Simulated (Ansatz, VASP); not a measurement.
TiAl3 in VASP and in Ansatz

Contents of INCAR:

```
  PREC = Accurate
  ENCUT = 520
  EDIFF = 1E-6
  ISMEAR = -1
  SIGMA = 0.05
  LREAL = F
  LASPH = T
  NELM = 80
  ALGO = Fast
  ISIF = 2
  LWAVE = F
  LCHARG = T
  GGA = PS
  LELF = T
  LVHAR = T
  NBANDS = 18
```

The input KPOINTS:

```
regular mesh
0
Gamma
  10 10 10
```

Contents of POSCAR:

```
TiAl3
1.0
   -1.8720936454      1.8720936454      4.1932836873
    1.8720936454     -1.8720936454      4.1932836873
    1.8720936454      1.8720936454     -4.1932836873
Ti Al
1 3
Direct
    0.0000000000      0.0000000000      0.0000000000
    0.2500000000      0.7500000000      0.5000000000
    0.7500000000      0.2500000000      0.5000000000
    0.5000000000      0.5000000000      0.0000000000
```

Contents of input.yaml:

```yaml
crystal:
  lattice:
    - [-1.8720936454, 1.8720936454, 4.1932836873]
    - [1.8720936454, -1.8720936454, 4.1932836873]
    - [1.8720936454, 1.8720936454, -4.1932836873]
  atoms:
    - { symbol: Ti, position: [0.0, 0.0, 0.0] }
    - { symbol: Al, position: [0.25, 0.75, 0.5] }
    - { symbol: Al, position: [0.75, 0.25, 0.5] }
    - { symbol: Al, position: [0.5, 0.5, 0.0] }
kpoints:
  mp_grid: { grid: [10, 10, 10] }
scf:
  occupations: { method: fermi_dirac, width: 0.05 }
hamiltonian:
  xc: pbesol
  pseudopotentials: { kind: all_electron, lapw: { basis_error: 0.002 } }
output:
  forces: true
  stress: true
  eigenvalues: true
```

Change from the starting cell: volume scaled by 0.94.

Alike in both runs: task single point; functional PBEsol; k mesh 10 × 10 × 10; occupations fermi-dirac, width 0.05 eV; no spin polarisation.

```csv
,VASP,Ansatz
version,VASP 6.6.1,Ansatz 0.2.0
potentials or method,"VASP PAW PBE potentials, release 64 (Ti_sv, Al), cutoff 520 eV","all-electron LAPW, scalar-relativistic"
```

Ansatz gave:

| Quantity | Value |
| --- | --- |
| gap on the k mesh at the Fermi level (eV) | none |
| pressure (GPa) | 7.1 |
| traceless stress, the component that is largest in VASP (GPa) | -0.23 |

Estimate VASP's values.

gap on the k mesh at the Fermi level (eV): none; pressure (GPa): 7.2; traceless stress, the component that is largest in VASP (GPa): -0.27.

VASP's potentials were made for PBE, not for PBEsol. A gap of «none» marks a metal or a gap that the smearing closes. Ansatz ran all-electron here, and VASP with PAW potentials.
